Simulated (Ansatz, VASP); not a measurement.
**Two plane-wave programs on MgO**

```
CELL_PARAMETERS angstrom
2.93802 0.00000 0.00000
-1.46901 2.54440 0.00000
0.00000 0.00000 2.67968
ATOMIC_POSITIONS crystal
Mg 0.00000 0.00000 0.00000
O 0.33333 0.66667 0.50000
```

Alike in both runs: task single point; functional PBE; k mesh 6 × 6 × 6; no spin polarisation.

|  | VASP | Ansatz |
| --- | --- | --- |
| version | VASP 6.6.1 | Ansatz 0.2.0 |
| potentials or method | VASP PAW PBE potentials, release 64 (Mg, O), cutoff 600 eV | scalar-relativistic, plane waves, PAW |
| occupations | fermi-dirac, width 0.0861733 eV | fermi-dirac |
| valence electrons in the cell | 8 | 16 |

VASP gave:

```
gap on the k mesh at the Fermi level (eV) : 3.00
least direct gap on the mesh (eV)         : 3.40
pressure (GPa)                            : -0.9
```

Estimate Ansatz's values.

gap on the k mesh at the Fermi level (eV): 3.02; least direct gap on the mesh (eV): 3.42; pressure (GPa): 0.0.

VASP's potentials hold 8 valence electrons a cell and Ansatz's 16, so a difference there can come from the potentials and not from the codes.
